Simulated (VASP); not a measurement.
# LiBr (Fm-3m) in VASP: further runs

LiBr is run at these levels: PBE; tasks: single point.

Program: VASP 6.6.1. These are calculated values, not measurements. Logs are shortened: lines on timing, memory, paths and dates and some standing lists are left out, and cuts for length are marked.

## Step 1: The cell of the first run

The structure is cubic, space group Fm-3m (No. 225). The conventional cell has a = 5.510 Å, b = 5.510 Å, c = 5.510 Å, α = 90.00°, β = 90.00°, γ = 90.00°. Within 3.6 Å of Li (site symmetry m-3m) lie 6 Br at 2.75 Å. Br (site symmetry m-3m) has 6 Li at 2.75 Å within 3.6 Å.

## Step 2: Single point, PBE

Input file INCAR:

```
ALGO = Normal ; EDIFF = 1E-6
ENCUT = 750 ; GGA = PE
GGA_COMPAT = F ; ISIF = 2
ISMEAR = 0 ; LASPH = T
LCHARG = T ; LELF = T
LREAL = F ; LVHAR = T
LWAVE = F ; NBANDS = 12
NELM = 120 ; PREC = Accurate
SIGMA = 0.01
```

Input file KPOINTS:

```
k-points
0
Gamma
  6 6 6
```

Input file POSCAR:

```
LiBr
1.0
    0.0000000000      2.7549892193      2.7549892193
    2.7549892193      0.0000000000      2.7549892193
    2.7549892193      2.7549892193      0.0000000000
Li Br
1 1
Direct
    0.0000000000      0.0000000000      0.0000000000
    0.5000000000      0.5000000000      0.5000000000
```

Potentials or basis: VASP PAW PBE potentials, release 64 (Li_sv, Br).

Run with:

```
> cat potpaw_PBE.64/Li_sv/POTCAR potpaw_PBE.64/Br/POTCAR > POTCAR
> mpirun -np 1 vasp_std > vasp.out
```

OUTCAR:

```text
EDIFF = 1E-6
   ENCUT = 750
   GGA = PE
   ISIF = 2
   ISMEAR = 0
   LASPH = T
   LREAL = F
   NELM = 120
   PREC = Accurate

 ion  position               nearest neighbor table
   1  0.000  0.000  0.000-
   2  0.500  0.500  0.500-

  LATTYP: Found a face centered cubic cell.
 ALAT       =     5.5099784386

  Lattice vectors:

 A1 = (   0.0000000000,   2.7549892193,   2.7549892193)
 A2 = (   2.7549892193,   0.0000000000,   2.7549892193)
 A3 = (   2.7549892193,   2.7549892193,   0.0000000000)

Analysis of symmetry for initial positions (statically):
=====================================================================
 Subroutine PRICEL returns:
 Original cell was already a primitive cell.

 Routine SETGRP: Setting up the symmetry group for a
 face centered cubic supercell.

 Subroutine GETGRP returns: Found 48 space group operations
 (whereof 48 operations were pure point group operations)
 out of a pool of 48 trial point group operations.

The static configuration has the point symmetry O_h .

Analysis of symmetry for dynamics (positions and initial velocities):
=====================================================================
 Subroutine PRICEL returns:
 Original cell was already a primitive cell.

 Routine SETGRP: Setting up the symmetry group for a
 face centered cubic supercell.

 Subroutine GETGRP returns: Found 48 space group operations
 (whereof 48 operations were pure point group operations)
 out of a pool of 48 trial point group operations.

The dynamic configuration has the point symmetry O_h .

 Subroutine INISYM returns: Found 48 space group operations
 (whereof 48 operations are pure point group operations),
 and found     1 'primitive' translations

----------------------------------------------------------------------------------------

                                     Primitive cell

  volume of cell :      41.8205

  direct lattice vectors                    reciprocal lattice vectors
     0.000000000  2.754989219  2.754989219    -0.181488913  0.181488913  0.181488913
     2.754989219  0.000000000  2.754989219     0.181488913 -0.181488913  0.181488913
     2.754989219  2.754989219  0.000000000     0.181488913  0.181488913 -0.181488913

  length of vectors
     3.896143118  3.896143118  3.896143118     0.314348019  0.314348019  0.314348019

  position of ions in fractional coordinates (direct lattice)
[... 76 lines left out ...]
   ISIF   =      2    stress and relaxation
   ISYM   =      2    0-nonsym 1-usesym 2-fastsym
   POTIM  = 0.5000    time-step for ionic-motion
   TEBEG  =    0.0;   TEEND  =   0.0 temperature during run
   PSTRESS=    0.0 pullay stress
   NELECT =      10.0000    total number of electrons
   NUPDOWN=      -1.0000    fix difference up-down
   EMIN   =  10.00;   EMAX   =-10.00  energy-range for DOS
   EFERMI =   0.00;   METHOD = LEGACY
   ISMEAR =     0;   SIGMA  =   0.01  broadening in eV -4-tet -1-fermi 0-gaus
   EFERMI_NEDOS =   21; number of points for ismear=-14 and -15
   IALGO  =     38    algorithm
   IMIX   =      4    mixing-type and parameters
     AMIX     =   0.40;   BMIX     =  1.00
     AMIX_MAG =   1.60;   BMIX_MAG =  1.00
  volume/ion in A,a.u.               =      20.91       141.11
  Fermi-wavevector in a.u.,A,eV,Ry     =   1.016120  1.920188 14.048009  1.032500
  Thomas-Fermi vector in A             =   2.149445
   LORBIT       =      0    0 simple, 1 ext, 2 COOP (PROOUT), +10 PAW based schemes
   GGA     = PE    functional components
   LHFCALC =     F    Hartree Fock is set to
   AEXX    =    0.0000 exact exchange contribution
   IVDW    =     0    specifies the selected vdW correction
   LEPSILON=     F    determine dielectric tensor
   LRPA    =     F    only Hartree local field effects (RPA)
 non-spin polarized calculation
 Gauss-broadening in eV      SIGMA  =   0.01
  energy-cutoff  :      750.00
  volume of cell :       41.82
 maximum number of plane-waves:      1964
   NGX = 17   NGY = 17   NGZ = 17

 number of electron      10.0000001 magnetization

 Free energy of the ion-electron system (eV)
  ---------------------------------------------------
  ext. energy  EPLUGINS =         0.00000000
  ---------------------------------------------------
  free energy    TOTEN  =        -6.64120812 eV

  energy without entropy =       -6.64120812  energy(sigma->0) =       -6.64120812

 E-fermi :   0.4608     XC(G=0):  -8.4057

 val. band max:        0.2781754675   @ k =   0.0000   0.0000   0.0000
 cond. band min:       5.1994299649   @ k =   0.0000   0.0000   0.0000
 fundamental gap:      4.9212544974
 Fermi energy:         0.4607777526

 k-point     1 :       0.0000    0.0000    0.0000
  band No.  band energies     occupation
      1     -44.1272      2.00000
      2     -13.1377      2.00000
      3       0.2782      2.00000
      4       0.2782      2.00000
      5       0.2782      2.00000
      6       5.1994      0.00000
      7      10.7748      0.00000
      8      10.7748      0.00000
      9      10.7748      0.00000
     10      12.4973      0.00000
     11      12.4973      0.00000
     12      12.4973      0.00000
[... 211 lines left out ...]
 k-point    16 :      -0.3333    0.5000    0.1667
  band No.  band energies     occupation
      1     -44.1259      2.00000
      2     -12.4883      2.00000
      3      -2.2317      2.00000
      4      -1.3912      2.00000
      5      -0.8502      2.00000
      6       7.4199      0.00000
      7       8.5894      0.00000
      8      10.0431      0.00000
      9      10.7944      0.00000
     10      13.3479      0.00000
     11      15.5106      0.00000
     12      17.4760      0.00000

------------------------ aborting loop because EDIFF is reached ----------------------------------------

  FORCE on cell =-STRESS in cart. coord.  units (eV):
  Direction    XX          YY          ZZ          XY          YZ          ZX
  --------------------------------------------------------------------------------------
  -------------------------------------------------------------------------------------
  Total       -0.0076945     -0.0076945     -0.0076945      0.0000000      0.0000000      0.0000000
  in kB       -0.2947838     -0.2947838     -0.2947838      0.0000000      0.0000000      0.0000000
  external PRESSURE =      -0.2947838 kB  Pullay stress =       0.0000000 kB

 VOLUME and BASIS-vectors are now :
 -----------------------------------------------------------------------------
  energy-cutoff  :      750.00
  volume of cell :       41.82
      direct lattice vectors                 reciprocal lattice vectors
     0.000000000  2.754989219  2.754989219    -0.181488913  0.181488913  0.181488913
     2.754989219  0.000000000  2.754989219     0.181488913 -0.181488913  0.181488913
     2.754989219  2.754989219  0.000000000     0.181488913  0.181488913 -0.181488913

 POSITION                                       TOTAL-FORCE (eV/Angst)
 -----------------------------------------------------------------------------------
      0.00000      0.00000      0.00000         0.000000      0.000000     -0.000000
      2.75499      2.75499      2.75499        -0.000000     -0.000000      0.000000
 -----------------------------------------------------------------------------------
    total drift:                                0.000000      0.000000      0.000000

  FREE ENERGIE OF THE ION-ELECTRON SYSTEM (eV)
  ---------------------------------------------------
  free  energy   TOTEN  =        -6.6412081202 eV

  energy  without entropy=       -6.6412081202  energy(sigma->0) =       -6.64120812
```

OSZICAR:

```text
N       E                     dE             d eps       ncg     rms          rms(c)
DAV:   1     0.486408600859E+02    0.48641E+02   -0.47859E+03   384   0.965E+02
DAV:   2    -0.351937092164E+01   -0.52160E+02   -0.49790E+02   464   0.152E+02
DAV:   3    -0.656813131292E+01   -0.30488E+01   -0.30372E+01   500   0.381E+01
DAV:   4    -0.666876955782E+01   -0.10064E+00   -0.10061E+00   540   0.623E+00
DAV:   5    -0.666986119645E+01   -0.10916E-02   -0.10916E-02   484   0.630E-01    0.195E+00
DAV:   6    -0.663640185337E+01    0.33459E-01   -0.65074E-02   480   0.118E+00    0.119E+00
DAV:   7    -0.663872248226E+01   -0.23206E-02   -0.39126E-02   520   0.105E+00    0.439E-01
DAV:   8    -0.664118110701E+01   -0.24586E-02   -0.44593E-03   468   0.452E-01    0.704E-02
DAV:   9    -0.664117164368E+01    0.94633E-05   -0.11784E-04   448   0.789E-02    0.261E-02
DAV:  10    -0.664120696323E+01   -0.35320E-04   -0.54939E-05   460   0.490E-02    0.149E-02
DAV:  11    -0.664120815456E+01   -0.11913E-05   -0.52206E-06   500   0.133E-02    0.392E-03
DAV:  12    -0.664120812017E+01    0.34387E-07   -0.25364E-07   336   0.364E-03
   1 F= -.66412081E+01 E0= -.66412081E+01  d E =-.121520-148
```

Run time: 15 s. Hardware: 1 thread of Intel Xeon Platinum 8375C at 2.90GHz (Ice Lake), shared host; peak memory 0.2 GiB.

What came out:

```yaml
Free_energy: -6.6412 eV
Pressure: 0.0 GPa
Band_gap_on_the_k_mesh: 4.92 eV, direct
```

## Step 3: Single point, PBE (volume changed by +3%)

Input file INCAR:

```
SYSTEM = LiBr
  ALGO = Normal
  EDIFF = 1E-6
  ENCUT = 750
  GGA = PE
  GGA_COMPAT = .FALSE.
  ISIF = 2
  ISMEAR = 0
  LASPH = .TRUE.
  LCHARG = .FALSE.
  LREAL = .FALSE.
  LWAVE = .FALSE.
  NBANDS = 12
  NELM = 120
  PREC = Accurate
  SIGMA = 0.01
```

Input file KPOINTS:

```
k-points
0
G
  6 6 6
  0 0 0
```

Input file POSCAR:

```
LiBr
1.0
    0.0000000000      2.7822681144      2.7822681144
    2.7822681144      0.0000000000      2.7822681144
    2.7822681144      2.7822681144      0.0000000000
Li Br
1 1
Direct
    0.0000000000      0.0000000000      0.0000000000
    0.5000000000      0.5000000000      0.5000000000
```

Potentials or basis: VASP PAW PBE potentials, release 64 (Li_sv, Br).

Run with:

```
> cat potpaw_PBE.64/Li_sv/POTCAR potpaw_PBE.64/Br/POTCAR > POTCAR
> mpirun -np 1 vasp_std > vasp.out
```

Run time: 14 s. Hardware: 1 thread of Intel Xeon Platinum 8375C at 2.90GHz (Ice Lake), shared host; peak memory 0.2 GiB.

It converged, with:

```
Free energy            : -6.6384 eV
Pressure               : -0.7 GPa
Band gap on the k mesh : 4.80 eV, direct
```

Levels at points of the mesh, in eV from the valence-band top:
```csv
k point,band 2,band 3,band 4,band 5,band 6,band 7,band 8,band 9
"(0.00, 0.00, 0.00)",-13.32,0.00,0.00,0.00,4.80,10.47,10.47,10.47
"(0.50, 0.00, 0.00)",-12.89,-2.73,-0.25,-0.25,5.61,8.09,8.09,11.42
"(0.50, 0.50, 0.00)",-12.72,-2.72,-1.07,-1.07,6.19,7.17,11.34,12.21
```

## Step 4: Single point, PBE (volume changed by +6%)

Input file INCAR:

```
  PREC = Accurate
  ENCUT = 750
  EDIFF = 1E-6
  ISMEAR = 0
  SIGMA = 0.01
  LREAL = F
  LASPH = T
  NELM = 120
  ALGO = Normal
  ISIF = 2
  LWAVE = F
  LCHARG = F
  GGA = PE
  NBANDS = 12
  GGA_COMPAT = F
```

Input file KPOINTS:

```
Automatic mesh
0
Gamma
  6 6 6
```

Input file POSCAR:

```
LiBr
1.0
    0.0000000000      2.8090223336      2.8090223336
    2.8090223336      0.0000000000      2.8090223336
    2.8090223336      2.8090223336      0.0000000000
Li Br
1 1
Direct
    0.0000000000      0.0000000000      0.0000000000
    0.5000000000      0.5000000000      0.5000000000
```

Run with:

```
> cat potpaw_PBE.64/Li_sv/POTCAR potpaw_PBE.64/Br/POTCAR > POTCAR
> mpirun -np 1 vasp_std > vasp.out
```

Wall time 13 s (1 thread of Intel Xeon Platinum 8375C at 2.90GHz (Ice Lake), shared host); peak memory 0.2 GiB.

It converged, with:

```yaml
Free_energy: -6.6304 eV
Pressure: -1.3 GPa
Band_gap_on_the_k_mesh: 4.68 eV, direct
```

Levels at points of the mesh, in eV from the valence-band top:
```
           k point  band 2  band 3  band 4  band 5  band 6  band 7  band 8  band 9
(0.00, 0.00, 0.00)  -13.23    0.00    0.00    0.00    4.68   10.45   10.45   10.45
(0.50, 0.00, 0.00)  -12.83   -2.62   -0.23   -0.23    5.59    8.08    8.08   11.14
(0.50, 0.50, 0.00)  -12.67   -2.60   -1.02   -1.02    6.15    7.21   11.12   12.02
```

## Step 5: Summary

```tsv
cell	gap on the mesh (eV)	pressure (GPa)
a = 3.896 Å, angles 60.0°, 2 atoms	4.92	0.0
a = 3.935 Å, angles 60.0°, 2 atoms	4.80	-0.7
a = 3.973 Å, angles 60.0°, 2 atoms	4.68	-1.3
```

Alike in all rows: task single point; level PBE; potentials or basis VASP PAW PBE potentials, release 64 (Li_sv, Br); no spin polarisation; k mesh 6 × 6 × 6; cutoff (eV) 750; smearing gaussian 0.01 eV.

Total energies depend on the potentials used, so only differences within one code and one set of settings carry meaning.
